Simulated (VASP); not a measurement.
# Si6O11 (a cell with a defect) in VASP: further runs

Si6O11 (a cell with a defect) is run at these levels: LDA; tasks: single point.

Everything below comes from runs of VASP 6.6.1. Logs are shortened: lines on timing, memory, paths and dates and some standing lists are left out, and cuts for length are marked.

## Step 1: The cell of the first run

The cell holds a defect, 17 atoms: a = 4.867 Å, b = 5.365 Å, c = 8.429 Å, α = 90.00°, β = 90.00°, γ = 90.00°.

## Step 2: Single point, LDA

Contents of INCAR:

```
SYSTEM = Si6O11
ALGO = Normal
EDIFF = 1E-6
ENCUT = 520
GGA = CA
ISIF = 2
ISMEAR = 0
LASPH = .TRUE.
LCHARG = .FALSE.
LREAL = Auto
LWAVE = .FALSE.
NBANDS = 59
NELECT = 88.0
NELM = 100
PREC = Accurate
SIGMA = 0.05
```

Contents of KPOINTS:

```
k-points
0
G
  4 4 2
  0 0 0
```

Contents of POSCAR:

```
Si6O11
1.0
   -2.4333868794      4.2147497096      0.0000000000
    0.0000000000      0.0000000000      5.3651521237
    7.3001606382      4.2147497096      0.0000000000
Si O
6 11
Direct
    0.7676536602      0.3333333333      0.2323463398
    0.2676536602      0.3333333333      0.7323463398
    0.4646926795      0.6666666667      0.0000000000
    0.9646926795      0.6666666667      0.5000000000
    0.2676536602      0.0000000000      0.2676536602
    0.7676536602      0.0000000000      0.7676536602
    0.0706884960      0.2213245393      0.2055640003
    0.5706884960      0.2213245393      0.7055640003
    0.7730017524      0.5546578727      0.3618737519
    0.2730017524      0.5546578727      0.8618737519
    0.6563097516      0.8879912060      0.9325622479
    0.1854827518      0.8606622697      0.3589532479
    0.7730017524      0.7786754607      0.6381262481
    0.6563097516      0.4453421273      0.0674377521
    0.1563097516      0.4453421273      0.5674377521
    0.5706884960      0.1120087940      0.2944359997
    0.0706884960      0.1120087940      0.7944359997
```

Potentials or basis: VASP PAW LDA potentials, release 64 (Si, O).

The run is started by

```bash
cat potpaw_LDA.64/Si/POTCAR potpaw_LDA.64/O/POTCAR > POTCAR
mpirun -np 1 vasp_std > vasp.out
```

OUTCAR:

```text
SYSTEM = Si6O11
   EDIFF = 1E-6
   ENCUT = 520
   GGA = CA
   ISIF = 2
   ISMEAR = 0
   LASPH = .TRUE.
   LREAL = Auto
   NELECT = 88.0
   NELM = 100
   PREC = Accurate

 ion  position               nearest neighbor table
   1  0.768  0.333  0.232-   7 1.61  14 1.61  16 1.61   9 1.61   5 3.03   5 3.03   4 3.03   3 3.03

   2  0.268  0.333  0.732-   8 1.61  15 1.61  17 1.61  10 1.61   6 3.03   6 3.03   3 3.03   4 3.03

   3  0.465  0.667  0.000-  10 1.61  11 1.61  14 1.61   5 3.03   2 3.03   6 3.03   1 3.03
   4  0.965  0.667  0.500-  13 1.61   9 1.61  15 1.61  12 1.91   6 3.03   1 3.03   5 3.03   2 3.03

   5  0.268  0.000  0.268-  12 1.15  16 1.61   7 1.61   3 3.03   1 3.03   1 3.03   4 3.03
   6  0.768  0.000  0.768-  17 1.61  11 1.61   8 1.61  13 1.61   4 3.03   2 3.03   2 3.03   3 3.03

   7  0.071  0.221  0.206-   1 1.61   5 1.61
   8  0.571  0.221  0.706-   2 1.61   6 1.61
   9  0.773  0.555  0.362-   4 1.61   1 1.61
  10  0.273  0.555  0.862-   3 1.61   2 1.61
  11  0.656  0.888  0.933-   6 1.61   3 1.61
  12  0.185  0.861  0.359-   5 1.15   4 1.91
  13  0.773  0.779  0.638-   4 1.61   6 1.61
  14  0.656  0.445  0.067-   1 1.61   3 1.61
  15  0.156  0.445  0.567-   2 1.61   4 1.61
  16  0.571  0.112  0.294-   5 1.61   1 1.61
  17  0.071  0.112  0.794-   6 1.61   2 1.61

 -----------------------------------------------------------------------------
|                                                                             |
|           W    W    AA    RRRRR   N    N  II  N    N   GGGG   !!!           |
|           W    W   A  A   R    R  NN   N  II  NN   N  G    G  !!!           |
|           W    W  A    A  R    R  N N  N  II  N N  N  G       !!!           |
|           W WW W  AAAAAA  RRRRR   N  N N  II  N  N N  G  GGG   !            |
|           WW  WW  A    A  R   R   N   NN  II  N   NN  G    G                |
|           W    W  A    A  R    R  N    N  II  N    N   GGGG   !!!           |
|                                                                             |
|     The distance between some ions is very small. Please check the          |
|     nearest-neighbor list in the OUTCAR file.                               |
|     I HOPE YOU KNOW WHAT YOU ARE DOING!                                     |
|                                                                             |
 -----------------------------------------------------------------------------

  LATTYP: Found a simple orthorhombic cell.
 ALAT       =     4.8667737588
 B/A-ratio  =     1.1024042599
 C/A-ratio  =     1.7320508076

  Lattice vectors:

 A1 = (  -2.4333868794,   4.2147497096,   0.0000000000)
 A2 = (   0.0000000000,   0.0000000000,   5.3651521237)
 A3 = (   7.3001606382,   4.2147497096,   0.0000000000)

Analysis of symmetry for initial positions (statically):
=====================================================================
 Subroutine PRICEL returns:
 Original cell was already a primitive cell.

 Routine SETGRP: Setting up the symmetry group for a
 simple orthorhombic supercell.

 Subroutine GETGRP returns: Found  1 space group operations
 (whereof  1 operations were pure point group operations)
 out of a pool of  8 trial point group operations.

The static configuration has the point symmetry C_1 .

Analysis of symmetry for dynamics (positions and initial velocities):
=====================================================================
 Subroutine PRICEL returns:
 Original cell was already a primitive cell.

 Routine SETGRP: Setting up the symmetry group for a
 simple orthorhombic supercell.

 Subroutine GETGRP returns: Found  1 space group operations
 (whereof  1 operations were pure point group operations)
 out of a pool of  8 trial point group operations.

The dynamic configuration has the point symmetry C_1 .

 Subroutine INISYM returns: Found  1 space group operations
 (whereof  1 operations are pure point group operations),
 and found     1 'primitive' translations

----------------------------------------------------------------------------------------

                                     Primitive cell

  volume of cell :     220.1025

  direct lattice vectors                    reciprocal lattice vectors
    -2.433386879  4.214749710  0.000000000    -0.102737465  0.177946510  0.000000000
[... 46 lines left out ...]

 KPOINTS: k-points

Automatic generation of k-mesh.
 Grid dimensions read from file:
 generate k-points for:    4    4    2

 Generating k-lattice:

  Cartesian coordinates                     Fractional coordinates (reciprocal lattice)
    -0.025684366  0.044486627  0.000000000     0.250000000  0.000000000  0.000000000
     0.000000000  0.000000000  0.046597001     0.000000000  0.250000000  0.000000000
     0.051368733  0.029657752  0.000000000    -0.000000000  0.000000000  0.500000000

  Length of vectors
     0.051368733  0.046597001  0.059315503

  Shift w.r.t. Gamma in fractional coordinates (k-lattice)
     0.000000000  0.000000000  0.000000000

 Subroutine IBZKPT returns following result:
 ===========================================

 Found     20 irreducible k-points:

 Following reciprocal coordinates:
            Coordinates               Weight
  0.000000  0.000000  0.000000      1.000000
  0.250000  0.000000  0.000000      2.000000
  0.500000  0.000000  0.000000      1.000000
  0.000000  0.250000  0.000000      2.000000
  0.250000  0.250000  0.000000      2.000000
  0.250000 -0.250000  0.000000      2.000000
[... 12 lines left out ...]
  0.250000  0.500000  0.500000      2.000000
  0.500000  0.500000  0.500000      1.000000
   k-points           NKPTS =     20   k-points in BZ     NKDIM =     20   number of bands    NBANDS=     59
   number of dos      NEDOS =    301   number of ions     NIONS =     17
   total plane-waves  NPLWV =  92160
   dimension x,y,z NGX =    36 NGY =   40 NGZ =   64
   dimension x,y,z NGXF=    72 NGYF=   80 NGZF=  128
   ions per type =               6  11
   NGX,Y,Z   is equivalent  to a cutoff of  12.30, 12.39, 12.62 a.u.
   NGXF,Y,Z  is equivalent  to a cutoff of  24.59, 24.79, 25.24 a.u.
 SYSTEM =  Si6O11
   PREC   = accura    normal or accurate (medium, high low for compatibility)
   ISTART =      0    job   : 0-new  1-cont  2-samecut
   ICHARG =      2    charge: 1-file 2-atom 10-const
   ISPIN  =      1    spin polarized calculation?
   LNONCOLLINEAR =      F non collinear calculations
   LSORBIT =      F    spin-orbit coupling
   LASPH  =      T    aspherical Exc in radial PAW
   ENCUT  =  520.0 eV  38.22 Ry    6.18 a.u.   9.05  9.98 15.67*2*pi/ulx,y,z
   NELM   =    100;   NELMIN=  2; NELMDL= -5     # of ELM steps
   EDIFF  = 0.1E-05   stopping-criterion for ELM
   LREAL  =      T    real-space projection
   EDIFFG = 0.1E-04   stopping-criterion for IOM
   NSW    =      0    number of steps for IOM
   IBRION =     -1    ionic relax: 0-MD 1-quasi-New 2-CG
   NFREE  =      0    steps in history (QN), initial steepest desc. (CG)
   ISIF   =      2    stress and relaxation
   ISYM   =      2    0-nonsym 1-usesym 2-fastsym
   POTIM  = 0.5000    time-step for ionic-motion
   TEBEG  =    0.0;   TEEND  =   0.0 temperature during run
   PSTRESS=    0.0 pullay stress
   NELECT =      88.0000    total number of electrons
   NUPDOWN=      -1.0000    fix difference up-down
   EMIN   =  10.00;   EMAX   =-10.00  energy-range for DOS
   EFERMI =   0.00;   METHOD = LEGACY
   ISMEAR =     0;   SIGMA  =   0.05  broadening in eV -4-tet -1-fermi 0-gaus
   EFERMI_NEDOS =   21; number of points for ismear=-14 and -15
   IALGO  =     38    algorithm
   IMIX   =      4    mixing-type and parameters
     AMIX     =   0.40;   BMIX     =  1.00
     AMIX_MAG =   1.60;   BMIX_MAG =  1.00
  volume/ion in A,a.u.               =      12.95        87.37
  Fermi-wavevector in a.u.,A,eV,Ry     =   1.206037  2.279080 19.790026  1.454526
  Thomas-Fermi vector in A             =   2.341716
   LORBIT       =      0    0 simple, 1 ext, 2 COOP (PROOUT), +10 PAW based schemes
   GGA     = CA    functional components
   LHFCALC =     F    Hartree Fock is set to
   AEXX    =    0.0000 exact exchange contribution
   IVDW    =     0    specifies the selected vdW correction
   LEPSILON=     F    determine dielectric tensor
   LRPA    =     F    only Hartree local field effects (RPA)
 non-spin polarized calculation
 Gauss-broadening in eV      SIGMA  =   0.05
  energy-cutoff  :      520.00
  volume of cell :      220.10
 maximum number of plane-waves:      5960
   NGX = 19   NGY = 19   NGZ = 31

 number of electron      88.0000003 magnetization

 Free energy of the ion-electron system (eV)
  ---------------------------------------------------
  ext. energy  EPLUGINS =         0.00000000
  ---------------------------------------------------
  free energy    TOTEN  =      -138.93290763 eV

  energy without entropy =     -138.93287943  energy(sigma->0) =     -138.93289353

 E-fermi :   1.2623     XC(G=0):  -9.5557

 val. band max:        1.1447851974   @ k =   0.0000   0.2500   0.5000
 cond. band min:       1.3648634614   @ k =   0.0000   0.0000   0.0000
 fundamental gap:      0.2200782640
 Fermi energy:         1.2623121914

 k-point     1 :       0.0000    0.0000    0.0000
  band No.  band energies     occupation
      1     -19.1173      2.00000
      2     -18.1626      2.00000
      3     -17.6590      2.00000
      4     -17.1220      2.00000
      5     -16.9272      2.00000
      6     -16.7892      2.00000
[... 1169 lines left out ...]
     55      10.8374      0.00000
     56      10.9687      0.00000
 [bands above 56 left out]

------------------------ aborting loop because EDIFF is reached ----------------------------------------

  FORCE on cell =-STRESS in cart. coord.  units (eV):
  Direction    XX          YY          ZZ          XY          YZ          ZX
  --------------------------------------------------------------------------------------
  -------------------------------------------------------------------------------------
  Total       14.0161851    -17.6007019      9.3293734      3.0679970     -1.6338990    -31.5932243
  in kB      102.0270724   -128.1196038     67.9106797     22.3326639    -11.8935313   -229.9744290
  external PRESSURE =      13.9393827 kB  Pullay stress =       0.0000000 kB

 VOLUME and BASIS-vectors are now :
 -----------------------------------------------------------------------------
  energy-cutoff  :      520.00
  volume of cell :      220.10
      direct lattice vectors                 reciprocal lattice vectors
    -2.433386879  4.214749710  0.000000000    -0.102737465  0.177946510  0.000000000
     0.000000000  0.000000000  5.365152124     0.000000000  0.000000000  0.186388005
     7.300160638  4.214749710  0.000000000     0.102737465  0.059315503  0.000000000

 POSITION                                       TOTAL-FORCE (eV/Angst)
 -----------------------------------------------------------------------------------
     -0.17183      4.21475      1.78838         0.748140      0.783619      0.135125
      4.69494      4.21475      1.78838        -0.352431     -0.206240     -1.043990
     -1.13078      1.95856      3.57677        -4.470442     -0.118635     -1.760741
      1.30261      6.17331      3.57677        -1.092832     -0.029498     -0.876887
      1.30261      2.25619      0.00000       -39.683505     -0.566679     39.416650
      3.73600      6.47094      0.00000        -0.971110     -0.220499      1.476452
[... 9 lines left out ...]
      0.76072      3.64628      0.60094        -0.631614     -0.622287     -0.861669
      5.62750      3.64628      0.60094         0.202634      0.044915     -0.284777
 -----------------------------------------------------------------------------------
    total drift:                               -0.009292     -0.019661     -0.010188

  FREE ENERGIE OF THE ION-ELECTRON SYSTEM (eV)
  ---------------------------------------------------
  free  energy   TOTEN  =      -138.9329076347 eV

  energy  without entropy=     -138.9328794324  energy(sigma->0) =     -138.93289353
```

Wall time 2.5 min (1 thread of Intel Xeon 6975P-C (Granite Rapids), shared host); peak memory 0.31 GiB.

What came out:

```
Free energy   : -138.9329 eV
Largest force : 59.308 eV/Å
```

Forces on the atoms (eV/Å):
```
Si    0.748   0.784   0.135
Si   -0.352  -0.206  -1.044
Si   -4.470  -0.119  -1.761
Si   -1.093  -0.029  -0.877
Si  -39.684  -0.567  39.417
Si   -0.971  -0.220   1.476
O    -1.225   0.155  -0.267
O     0.159   0.002   0.086
O    -0.261  -0.302  -0.030
O     1.601   0.964   1.604
O     2.475   0.109  -0.767
O    44.617   1.045 -39.060
O    -1.174   0.182   0.197
O     0.534  -0.954   1.157
O    -0.476  -0.266   0.880
O    -0.632  -0.622  -0.862
O     0.203   0.045  -0.285
```

Levels at points of the mesh, in eV from the Fermi level:
| k point | band 41 | band 42 | band 43 | band 44 | band 45 | band 46 | band 47 | band 48 |
| --- | --- | --- | --- | --- | --- | --- | --- | --- |
| (0.00, 0.00, 0.00) | -0.94 | -0.86 | -0.64 | -0.16 | 0.10 | 4.81 | 5.77 | 6.79 |
| (0.50, 0.00, 0.00) | -1.08 | -0.76 | -0.47 | -0.29 | 0.32 | 4.99 | 6.07 | 6.56 |
| (0.00, 0.50, 0.00) | -0.97 | -0.75 | -0.62 | -0.13 | 0.30 | 4.63 | 6.19 | 6.99 |
| (0.50, 0.50, 0.00) | -1.01 | -0.87 | -0.81 | -0.70 | 0.35 | 4.97 | 6.40 | 6.75 |
| (0.00, 0.00, 0.50) | -0.93 | -0.82 | -0.66 | -0.15 | 0.22 | 4.65 | 5.92 | 6.86 |
| (0.50, 0.00, 0.50) | -1.00 | -0.82 | -0.48 | -0.29 | 0.29 | 5.01 | 6.19 | 6.51 |
| (0.00, 0.50, 0.50) | -0.98 | -0.75 | -0.71 | -0.12 | 0.29 | 4.67 | 6.18 | 6.96 |
| (0.50, 0.50, 0.50) | -1.00 | -0.85 | -0.77 | -0.63 | 0.26 | 4.99 | 6.40 | 6.88 |

Caveat: the cell carries a net charge on a neutralising background, which shifts energy and pressure; the cell differs from its parent crystal (atoms taken out, atom 12 moved 0.750 of the way to it and +0.000 Å across, host rigid); the cell is charged against a uniform background, so pressure and absolute levels hang on convention; atoms lie so close that the PAW spheres overlap strongly, which falsifies energies and pressures.

## Step 3: Single point, LDA

Contents of INCAR:

```
PREC     = Accurate       # precision mode
ENCUT    = 520            # plane-wave cutoff, eV
EDIFF    = 1E-6           # SCF threshold, eV
ISMEAR   = 0              # smearing method
SIGMA    = 0.05           # smearing width, eV
LREAL    = Auto         
LASPH    = True           # aspherical terms in the spheres
NELM     = 60             # most SCF steps
ALGO     = Normal         # electronic algorithm
ISIF     = 2              # what is computed and relaxed
LWAVE    = False          # write WAVECAR
LCHARG   = True           # write CHGCAR
GGA      = CA             # functional
LELF     = True           # ELF
LVHAR    = True         
NELECT   = 88.0         
NBANDS   = 59             # bands
```

Contents of KPOINTS:

```
regular mesh
0
Gamma
  4 4 2
```

Edit POSCAR of step 2 so:

```diff
@@ -19,3 +19,3 @@
     0.6563097516      0.8879912060      0.9325622479
-    0.1854827518      0.8606622697      0.3589532479
+    0.1959665396      0.8754913519      0.3988945722
     0.7730017524      0.7786754607      0.6381262481
```

Potentials or basis: VASP PAW LDA potentials, release 64 (Si, O).

The run is started by

```bash
cat potpaw_LDA.64/Si/POTCAR potpaw_LDA.64/O/POTCAR > POTCAR
mpirun -np 1 vasp_std > vasp.out
```

It took 2.8 min on 1 thread of Intel Xeon 6975P-C (Granite Rapids), shared host; peak memory 0.31 GiB.

It converged, with:

```
Free energy   : -145.5157 eV
Largest force : 20.310 eV/Å
```

Forces on the atoms (eV/Å):
```
Si    0.774   0.458   0.167
Si   -0.486  -0.454  -0.883
Si   -3.982  -0.126  -1.410
Si   -0.591   0.800  -0.053
Si  -12.485  -1.617  11.792
Si   -1.087  -0.305   1.080
O    -1.176   0.245  -0.748
O     0.150   0.062   0.095
O    -0.503  -0.248   0.038
O     1.499   0.894   1.491
O     2.313   0.158  -0.691
O    16.622   1.404 -11.587
O    -0.746   0.128   0.204
O     0.513  -0.810   1.031
O    -0.253  -0.167   0.510
O    -0.828  -0.527  -0.785
O     0.265   0.104  -0.251
```

Levels at points of the mesh, in eV from the Fermi level:
```csv
k point,band 42,band 43,band 44,band 45,band 46,band 47
"(0.00, 0.00, 0.00)",-0.72,-0.49,-0.10,0.02,4.57,6.29
"(0.50, 0.00, 0.00)",-0.62,-0.32,-0.15,0.22,4.57,6.24
"(0.00, 0.50, 0.00)",-0.58,-0.48,-0.07,0.21,4.34,6.75
"(0.50, 0.50, 0.00)",-0.76,-0.69,-0.51,0.28,4.58,6.72
"(0.00, 0.00, 0.50)",-0.69,-0.50,-0.09,0.13,4.44,6.37
"(0.50, 0.00, 0.50)",-0.67,-0.34,-0.16,0.20,4.59,6.35
"(0.00, 0.50, 0.50)",-0.59,-0.58,-0.06,0.21,4.38,6.69
"(0.50, 0.50, 0.50)",-0.70,-0.68,-0.45,0.18,4.60,6.71
```

Caveat: the cell carries a net charge on a neutralising background, which shifts energy and pressure; the cell differs from its parent crystal (atoms taken out, atom 12 moved 0.875 of the way to it and +0.125 Å across, host rigid); the cell is charged against a uniform background, so pressure and absolute levels hang on convention.

(Continued in part 2 of 2.)
